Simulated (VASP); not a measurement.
# ZnS (P1) in VASP: further runs

Runs on ZnS. Level: r2SCAN. Tasks: single point.

All numbers are computed with VASP 6.6.1; they aren't measurements. Logs are shortened: lines on timing, memory, paths and dates and some standing lists are left out, and cuts for length are marked.

## 1. The cell of the first run

The typed cell holds 8 atoms: a = 3.811 Å, b = 3.811 Å, c = 10.862 Å, α = 95.03°, β = 84.97°, γ = 90.00°.

## 2. Single point, r2SCAN (the part above a cut slid along it)

POSCAR reads:

```
ZnS
1.0
   -2.6945131931     -2.6945131931      0.0000000000
    2.6945131931     -2.6945131931      0.0000000000
   -1.3472565966      0.0000000000     10.7780527726
Zn S
4 4
Direct
    0.4531250000      0.5468750000      0.1875000000
   -0.1093750000      0.1093750000      0.4375000000
    0.3281250000      0.6718750000      0.6875000000
   -0.2343750000      0.2343750000      0.9375000000
    0.4218750000      0.0781250000      0.3125000000
   -0.1406250000      0.6406250000      0.5625000000
    0.2968750000      0.2031250000      0.8125000000
   -0.0156250000      0.5156250000      0.0625000000
```

INCAR.step1 reads:

```
SYSTEM = ZnS
  PREC = Accurate
  ENCUT = 520
  ISMEAR = 0
  SIGMA = 0.05
  LREAL = .False.
  LASPH = .True.
  NELM = 60
  NBANDS = 46
  GGA = PE
  ALGO = Normal
  EDIFF = 1E-4
  LWAVE = .True.
  LCHARG = .False.
```

INCAR.step2 reads:

```
SYSTEM = ZnS
  PREC = Accurate
  ENCUT = 520
  EDIFF = 1E-7
  ISMEAR = 0
  SIGMA = 0.05
  LREAL = .False.
  LASPH = .True.
  NELM = 60
  ALGO = Normal
  ISIF = 2
  LWAVE = .False.
  LCHARG = .False.
  METAGGA = R2SCAN
  LMIXTAU = .True.
  NBANDS = 46
  ISTART = 1
```

KPOINTS reads:

```
regular mesh
0
Gamma
  6 6 2
  0 0 0
```

Potentials or basis: VASP PAW PBE potentials, release 64 (Zn, S).

The run is started by

```console
cat potpaw_PBE.64/Zn/POTCAR potpaw_PBE.64/S/POTCAR > POTCAR
cp INCAR.step1 INCAR
mpirun -np 1 vasp_std > vasp.out
cp INCAR.step2 INCAR
mpirun -np 1 vasp_std > vasp.out
```

OUTCAR:

```text
SYSTEM = ZnS
   PREC = Accurate
   ENCUT = 520
   EDIFF = 1E-7
   ISMEAR = 0
   LREAL = .False.
   LASPH = .True.
   NELM = 60
   ISIF = 2
   METAGGA = R2SCAN
   ISTART = 1

 ion  position               nearest neighbor table
   1  0.453  0.547  0.188-   8 2.33   5 2.33   5 2.33   8 2.33   4 3.01
   2  0.891  0.109  0.438-   5 2.33   6 2.33   5 2.33   6 2.33
   3  0.328  0.672  0.688-   6 2.33   7 2.33   6 2.33   7 2.33
   4  0.766  0.234  0.938-   8 1.91   7 2.33   7 2.33   1 3.01
   5  0.422  0.078  0.312-   1 2.33   2 2.33   1 2.33   2 2.33
   6  0.859  0.641  0.562-   2 2.33   3 2.33   2 2.33   3 2.33
   7  0.297  0.203  0.812-   3 2.33   4 2.33   3 2.33   4 2.33
   8  0.984  0.516  0.062-   4 1.91   1 2.33   1 2.33

  LATTYP: Found a base centered monoclinic cell.
 ALAT       =     5.3890263862
 B/A-ratio  =     1.0000000000
 C/A-ratio  =     2.0155644371
 COS(beta)  =    -0.1240347346

  Lattice vectors:

 A1 = (   2.6945131931,  -2.6945131931,   0.0000000000)
 A2 = (   2.6945131931,   2.6945131931,   0.0000000000)
 A3 = (  -1.3472565966,   0.0000000000,  10.7780527726)

Analysis of symmetry for initial positions (statically):
=====================================================================
 Subroutine PRICEL returns:
 Original cell was already a primitive cell.

 Routine SETGRP: Setting up the symmetry group for a
 base centered monoclinic supercell.

 Subroutine GETGRP returns: Found  1 space group operations
 (whereof  1 operations were pure point group operations)
 out of a pool of  4 trial point group operations.

The static configuration has the point symmetry C_1 .

Analysis of symmetry for dynamics (positions and initial velocities):
=====================================================================
 Subroutine PRICEL returns:
 Original cell was already a primitive cell.

 Routine SETGRP: Setting up the symmetry group for a
 base centered monoclinic supercell.

 Subroutine GETGRP returns: Found  1 space group operations
 (whereof  1 operations were pure point group operations)
 out of a pool of  4 trial point group operations.

The dynamic configuration has the point symmetry C_1 .

 Subroutine INISYM returns: Found  1 space group operations
 (whereof  1 operations are pure point group operations),
 and found     1 'primitive' translations

[... 111 lines left out ...]
   NFREE  =      0    steps in history (QN), initial steepest desc. (CG)
   ISIF   =      2    stress and relaxation
   ISYM   =      2    0-nonsym 1-usesym 2-fastsym
   POTIM  = 0.5000    time-step for ionic-motion
   TEBEG  =    0.0;   TEEND  =   0.0 temperature during run
   PSTRESS=    0.0 pullay stress
   NELECT =      72.0000    total number of electrons
   NUPDOWN=      -1.0000    fix difference up-down
   EMIN   =  10.00;   EMAX   =-10.00  energy-range for DOS
   EFERMI =   0.00;   METHOD = LEGACY
   ISMEAR =     0;   SIGMA  =   0.05  broadening in eV -4-tet -1-fermi 0-gaus
   EFERMI_NEDOS =   21; number of points for ismear=-14 and -15
   IALGO  =     38    algorithm
   IMIX   =      4    mixing-type and parameters
     AMIX     =   0.40;   BMIX     =  1.00
     AMIX_MAG =   1.60;   BMIX_MAG =  1.00
  volume/ion in A,a.u.               =      19.56       132.02
  Fermi-wavevector in a.u.,A,eV,Ry     =   1.263791  2.388219 21.730795  1.597168
  Thomas-Fermi vector in A             =   2.397130
   LORBIT       =      0    0 simple, 1 ext, 2 COOP (PROOUT), +10 PAW based schemes
   METAGGA = R2SCAN    functional components
   LHFCALC =     F    Hartree Fock is set to
   AEXX    =    0.0000 exact exchange contribution
   IVDW    =     0    specifies the selected vdW correction
   LEPSILON=     F    determine dielectric tensor
   LRPA    =     F    only Hartree local field effects (RPA)
 non-spin polarized calculation
 Gauss-broadening in eV      SIGMA  =   0.05
  energy-cutoff  :      520.00
  volume of cell :      156.51
 maximum number of plane-waves:      4238
   NGX = 15   NGY = 15   NGZ = 41

 number of electron      72.0000029 magnetization

 Free energy of the ion-electron system (eV)
  ---------------------------------------------------
  ext. energy  EPLUGINS =         0.00000000
  ---------------------------------------------------
  free energy    TOTEN  =       -73.32568866 eV

  energy without entropy =      -73.32568866  energy(sigma->0) =      -73.32568866

 E-fermi :   2.5297     XC(G=0): -10.3021

 val. band max:        2.3224700311   @ k =   0.0000   0.0000   0.0000
 cond. band min:       4.2891946379   @ k =   0.0000   0.0000   0.0000
 fundamental gap:      1.9667246068
 Fermi energy:         2.5296917929

 k-point     1 :       0.0000    0.0000    0.0000
  band No.  band energies     occupation
      1     -12.0823      2.00000
      2     -11.3738      2.00000
      3     -11.2233      2.00000
      4     -10.5322      2.00000
      5      -5.5537      2.00000
      6      -5.3546      2.00000
[... 1165 lines left out ...]
     45       9.5003      0.00000
     46       9.7680      0.00000

 [... further k-points ...]

------------------------ aborting loop because EDIFF is reached ----------------------------------------

  FORCE on cell =-STRESS in cart. coord.  units (eV):
  Direction    XX          YY          ZZ          XY          YZ          ZX
  --------------------------------------------------------------------------------------
  -------------------------------------------------------------------------------------
  Total        0.5131733      4.7336332      9.5785171     -0.9475382     -4.4773962      3.9415736
  in kB        5.2534391     48.4589787     98.0568485     -9.7001035    -45.8358381     40.3505343
  external PRESSURE =      50.5897554 kB  Pullay stress =       0.0000000 kB

 VOLUME and BASIS-vectors are now :
 -----------------------------------------------------------------------------
  energy-cutoff  :      520.00
  volume of cell :      156.51
      direct lattice vectors                 reciprocal lattice vectors
    -2.694513193 -2.694513193  0.000000000    -0.185562276 -0.185562276 -0.023195284
     2.694513193 -2.694513193  0.000000000     0.185562276 -0.185562276  0.023195284
    -1.347256597  0.000000000 10.778052773     0.000000000  0.000000000  0.092781138

 POSITION                                       TOTAL-FORCE (eV/Angst)
 -----------------------------------------------------------------------------------
     -0.00000     -2.69451      2.02088        -0.167235     -0.203917      0.317165
     -2.69451     -2.69451      4.71540        -0.034552     -0.040176     -0.057741
     -0.00000     -2.69451      7.40991         0.023316     -0.139189     -0.205369
     -2.69451     -2.69451     10.10442         0.002993      4.168188     -4.544204
     -1.34726     -1.34726      3.36814         0.098850      0.142357      0.081902
     -1.34726     -4.04177      6.06265        -0.083404      0.005196      0.056966
     -1.34726     -1.34726      8.75717        -1.272745     -0.115766     -0.829544
     -1.34726     -4.04177      0.67363         1.432777     -3.816695      5.180823
 -----------------------------------------------------------------------------------
    total drift:                                0.001956      0.000157      0.007578

  FREE ENERGIE OF THE ION-ELECTRON SYSTEM (eV)
  ---------------------------------------------------
  free  energy   TOTEN  =       -73.3256886557 eV

  energy  without entropy=      -73.3256886557  energy(sigma->0) =      -73.32568866
```

OSZICAR.step1:

```text
N       E                     dE             d eps       ncg     rms          rms(c)
DAV:   1     0.600731677213E+03    0.60073E+03   -0.33164E+04  3680   0.190E+03
DAV:   2     0.560367647325E+02   -0.54469E+03   -0.52346E+03  3680   0.440E+02
DAV:   3    -0.234224272854E+02   -0.79459E+02   -0.78210E+02  4048   0.156E+02
DAV:   4    -0.273358096296E+02   -0.39134E+01   -0.38961E+01  4496   0.347E+01
DAV:   5    -0.273985953929E+02   -0.62786E-01   -0.62757E-01  4328   0.443E+00    0.165E+01
DAV:   6    -0.252603328730E+02    0.21383E+01   -0.41191E+00  5210   0.469E+01    0.122E+01
DAV:   7    -0.254009369837E+02   -0.14060E+00   -0.59717E+00  4114   0.100E+01    0.438E+00
DAV:   8    -0.252912607737E+02    0.10968E+00   -0.46587E-01  4668   0.765E+00    0.187E+00
DAV:   9    -0.252887454486E+02    0.25153E-02   -0.11922E-01  4674   0.373E+00    0.542E-01
DAV:  10    -0.252894782117E+02   -0.73276E-03   -0.97887E-03  4360   0.168E+00    0.243E-01
DAV:  11    -0.252897233965E+02   -0.24518E-03   -0.14271E-03  4450   0.739E-01    0.150E-01
DAV:  12    -0.252899548825E+02   -0.23149E-03   -0.51273E-04  3844   0.178E-01    0.327E-02
DAV:  13    -0.252899663179E+02   -0.11435E-04   -0.86617E-05  2464   0.177E-01
   1 F= -.25289966E+02 E0= -.25289966E+02  d E =-.204719E-13
```

It took 26 min on 1 thread of AMD EPYC 9755, shared host; peak memory 0.36 GiB.

What came out:

```
Free energy            : -73.3257 eV
Pressure               : 5.1 GPa
Largest force          : 6.592 eV/Å
Band gap on the k mesh : 1.97 eV
```

Forces on the atoms (eV/Å):
```
Zn  -0.167 -0.204  0.317
Zn  -0.035 -0.040 -0.058
Zn   0.023 -0.139 -0.205
Zn   0.003  4.168 -4.544
S    0.099  0.142  0.082
S   -0.083  0.005  0.057
S   -1.273 -0.116 -0.830
S    1.433 -3.817  5.181
```

Levels at points of the mesh, in eV from the valence-band top:
| k point | band 33 | band 34 | band 35 | band 36 | band 37 | band 38 | band 39 | band 40 |
| --- | --- | --- | --- | --- | --- | --- | --- | --- |
| (0.00, 0.00, 0.00) | -1.12 | -0.76 | -0.47 | 0.00 | 1.97 | 3.32 | 3.78 | 4.16 |
| (0.50, 0.00, 0.00) | -1.31 | -1.25 | -0.78 | -0.48 | 2.99 | 3.82 | 4.71 | 4.94 |
| (0.00, 0.50, 0.00) | -1.33 | -1.29 | -1.24 | -0.52 | 3.15 | 3.38 | 4.49 | 4.85 |
| (0.50, 0.50, 0.00) | -2.89 | -2.86 | -2.25 | -1.40 | 2.24 | 3.19 | 4.06 | 4.22 |
| (0.00, 0.00, 0.50) | -1.18 | -0.73 | -0.68 | -0.38 | 2.55 | 3.38 | 3.70 | 3.80 |
| (0.50, 0.00, 0.50) | -1.31 | -1.25 | -1.15 | -0.57 | 3.49 | 4.05 | 4.34 | 4.71 |
| (0.00, 0.50, 0.50) | -1.52 | -1.33 | -1.24 | -0.77 | 3.48 | 3.67 | 4.26 | 4.51 |
| (0.50, 0.50, 0.50) | -2.94 | -2.91 | -2.31 | -1.47 | 2.41 | 3.69 | 4.21 | 4.23 |

Caveat: the cell differs from its parent crystal (the part above a cut slid along it); the stress differs along the axes, from 1 to 10 GPa; the PAW data sets were made with another functional, which shifts forces and pressure a little.

## 3. Single point, r2SCAN (the part above a cut slid along it)

POSCAR reads:

```
ZnS
1.0
   -2.6945131931     -2.6945131931      0.0000000000
    2.6945131931     -2.6945131931      0.0000000000
   -2.2456072951      0.0000000000     10.7780527726
Zn S
4 4
Direct
    0.4218687500      0.5781312500      0.1875000000
   -0.1823062500      0.1823062500      0.4375000000
    0.2135187500      0.7864812500      0.6875000000
   -0.3906562500      0.3906562500      0.9375000000
    0.3697812500      0.1302187500      0.3125000000
   -0.2343937500      0.7343937500      0.5625000000
    0.1614312500      0.3385687500      0.8125000000
   -0.0260437500      0.5260437500      0.0625000000
```

INCAR.step1 reads:

```
ALGO     = Normal         # electronic algorithm
EDIFF    = 1E-4           # SCF threshold, eV
ENCUT    = 520            # plane-wave cutoff, eV
GGA      = PE             # functional
ISMEAR   = 0              # smearing method
LASPH    = True           # aspherical terms in the spheres
LCHARG   = False          # write CHGCAR
LREAL    = False          # projectors in reciprocal space
LWAVE    = True           # write WAVECAR
NBANDS   = 46             # bands
NELM     = 60             # most SCF steps
PREC     = Accurate       # precision mode
SIGMA    = 0.05           # smearing width, eV
```

INCAR.step2 reads:

```
ALGO     = Normal         # electronic algorithm
EDIFF    = 1E-6           # SCF threshold, eV
ENCUT    = 520            # plane-wave cutoff, eV
ISIF     = 2              # what is computed and relaxed
ISMEAR   = 0              # smearing method
ISTART   = 1            
LASPH    = True           # aspherical terms in the spheres
LCHARG   = True           # write CHGCAR
LELF     = True           # ELF
LMIXTAU  = True         
LREAL    = False          # projectors in reciprocal space
LVHAR    = True         
LWAVE    = False          # write WAVECAR
METAGGA  = R2SCAN         # meta-GGA
NBANDS   = 46             # bands
NELM     = 60             # most SCF steps
PREC     = Accurate       # precision mode
SIGMA    = 0.05           # smearing width, eV
```

KPOINTS reads:

```
k-points
0
Gamma
  6 6 2
```

Potentials or basis: VASP PAW PBE potentials, release 64 (Zn, S).

The run is started by

```console
cat potpaw_PBE.64/Zn/POTCAR potpaw_PBE.64/S/POTCAR > POTCAR
cp INCAR.step1 INCAR
mpirun -np 1 vasp_std > vasp.out
cp INCAR.step2 INCAR
mpirun -np 1 vasp_std > vasp.out
```

Run time: 21 min. Hardware: 1 thread of AMD EPYC 9755, shared host; peak memory 0.36 GiB.

Results (log left out):

```yaml
Free_energy: -72.8471 eV
Pressure: 4.0 GPa
Largest_force: 3.418 eV/Å
Band_gap_on_the_k_mesh: 0.96 eV
```

Forces on the atoms (eV/Å):
```
Zn  -0.146 -0.208  1.064
Zn  -0.016 -0.030 -0.046
Zn  -0.014 -0.103 -0.374
Zn   0.798  1.164 -1.561
S    0.100  0.106  0.040
S   -0.060 -0.008  0.019
S   -0.988 -0.281 -2.484
S    0.325 -0.640  3.341
```

Stress tensor (GPa, compression positive):
```
 0.02 -0.83  2.18
-0.83  0.22 -0.19
 2.18 -0.19 11.89
```

Levels at points of the mesh, in eV from the valence-band top:
```
           k point  band 33  band 34  band 35  band 36  band 37  band 38  band 39  band 40
(0.00, 0.00, 0.00)    -1.02    -1.00    -0.62     0.00     0.96     3.09     3.37     4.02
(0.50, 0.00, 0.00)    -1.41    -1.38    -0.59    -0.18     2.38     3.82     4.41     5.01
(0.00, 0.50, 0.00)    -1.41    -1.35    -1.06    -0.51     2.02     2.98     4.18     4.54
(0.50, 0.50, 0.00)    -3.06    -3.03    -2.06    -0.72     1.30     2.95     4.02     4.11
(0.00, 0.00, 0.50)    -1.49    -0.86    -0.56    -0.34     1.30     2.96     3.62     4.04
(0.50, 0.00, 0.50)    -1.41    -1.38    -0.62    -0.37     2.63     3.86     4.30     4.93
(0.00, 0.50, 0.50)    -1.41    -1.35    -1.07    -0.66     2.03     3.17     4.07     4.40
(0.50, 0.50, 0.50)    -3.06    -3.04    -2.07    -0.73     1.32     3.04     4.08     4.11
```

Caveat: the cell differs from its parent crystal (the part above a cut slid along it); the stress differs along the axes, from 0 to 12 GPa; the PAW data sets were made with another functional, which shifts forces and pressure a little.
